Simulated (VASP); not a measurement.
Here is a VASP 6.6.1 calculation.

File INCAR:

```
ALGO = Normal
DIPOL = 0.5 0.5 0.338
EDIFF = 1E-6
ENCUT = 520
GGA = PE
IDIPOL = 3
ISIF = 2
ISMEAR = 0
LASPH = True
LCHARG = False
LDIPOL = True
LREAL = False
LWAVE = False
NBANDS = 38
NELM = 60
PREC = Accurate
SIGMA = 0.1
```

The input KPOINTS:

```
k-points
0
Gamma
  9 7 1
```

The input POSCAR:

```
W4C
1.0
    2.8547213223      0.0000000000      0.0000000000
    0.0000000000      4.0371856107      0.0000000000
    0.0000000000      0.0000000000     19.4570327473
W C
4 1
Direct
    0.5000000000      0.5000000000      0.2055811928
    0.0000000000      0.0000000000      0.2789408195
    0.5000000000      0.5000000000      0.3513926690
    0.0000000000      0.0000000000      0.4089540708
    0.5000000000      0.4000000000      0.4466022922
```

Potentials or basis: VASP PAW PBE potentials, release 64 (W_sv, C).

The run is started by

```bash
$ cat potpaw_PBE.64/W_sv/POTCAR potpaw_PBE.64/C/POTCAR > POTCAR
$ mpirun -np 1 vasp_std > vasp.out
```

Q: What does it give for the band gap on the k mesh?

A: Zero (bands 30 and 31 overlap by 0.99 eV).

Q: Predict the largest force.

A: 4.377 eV/Å.

Forces in eV/Å, atoms in the order of the input:
```
W    0.000  0.114  1.729
W    0.000  0.686 -3.061
W    0.000  1.051 -3.112
W    0.000  0.346  4.363
C    0.000 -2.198  0.081
```

Caveat: spin-orbit coupling is left out, which moves the levels of the heavy elements.
